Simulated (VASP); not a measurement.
Wanted: the native input for a VASP 6.6.1 run.

```
Task                   : relaxation of shape and atoms at fixed volume
Functional             : PBE
Dispersion             : D3(BJ)
Potentials or basis    : VASP PAW PBE potentials, release 64 (Te, Mo_sv)
Cutoff                 : 600 eV
k mesh                 : 10 × 10 × 4
Occupations            : gaussian, width 0.05 eV
Spin                   : no spin polarisation
Dipole correction      : no
Further INCAR settings : ALGO = Normal; EDIFF = 1e-06; IBRION = 2; EDIFFG = -0.01; NSW = 60; ISIF = 4
```

The structure of Te2Mo lies in POSCAR:

```
Te2Mo
1.0
    3.3690406298      0.0000000000      0.0000000000
   -1.6845203149      2.9176747718      0.0000000000
    0.0000000000      0.0000000000     12.9860570095
Te Mo
4 2
Direct
    0.3333333333      0.6666666667      0.6113673434
    0.6666666667      0.3333333333      0.1113673434
    0.3333333333      0.6666666667      0.8886326566
    0.6666666667      0.3333333333      0.3886326566
    0.3333333333      0.6666666667      0.2500000000
    0.6666666667      0.3333333333      0.7500000000
```

This cell differs from its parent crystal: volume scaled by 0.880.

The input as run:

INCAR

```
  PREC = Accurate
  ENCUT = 600
  EDIFF = 1E-6
  ISMEAR = 0
  SIGMA = 0.05
  LREAL = False
  LASPH = True
  NELM = 100
  ALGO = Normal
  ISIF = 4
  LWAVE = False
  LCHARG = False
  GGA = PE
  IVDW = 12
  IBRION = 2
  NSW = 60
  EDIFFG = -0.01
```

KPOINTS

```
regular mesh
0
Gamma
  10 10 4
```

Potentials or basis: VASP PAW PBE potentials, release 64 (Te, Mo_sv).

Command:

```console
$ cat potpaw_PBE.64/Te/POTCAR potpaw_PBE.64/Mo_sv/POTCAR > POTCAR
$ mpirun -np 1 vasp_std > vasp.out
```

It gave:

```yaml
Energy_gained_by_relaxing: 7.7 meV/atom
Ionic_steps: 5
Pressure_after_relaxing: 9.2 GPa
Largest_force_after_relaxing: 0.005 eV/Å
Band_gap_on_the_k_mesh: zero (band 26 reaches 10.91 eV, above the bottom of band 27 at 10.90 eV)
Dispersion_energy_per_atom: -0.630 eV
```

Caveat: spin-orbit coupling is left out, which moves the levels of the heavy elements; pairwise dispersion overbinds metals, which lowers pressure and volume.

Wall time 13 min on 1 thread of Intel(R) Xeon(R) Platinum 8259CL CPU @ 2.50GHz (Skylake/Cascade Lake), with other jobs on the host, peak memory 0.41 GiB.
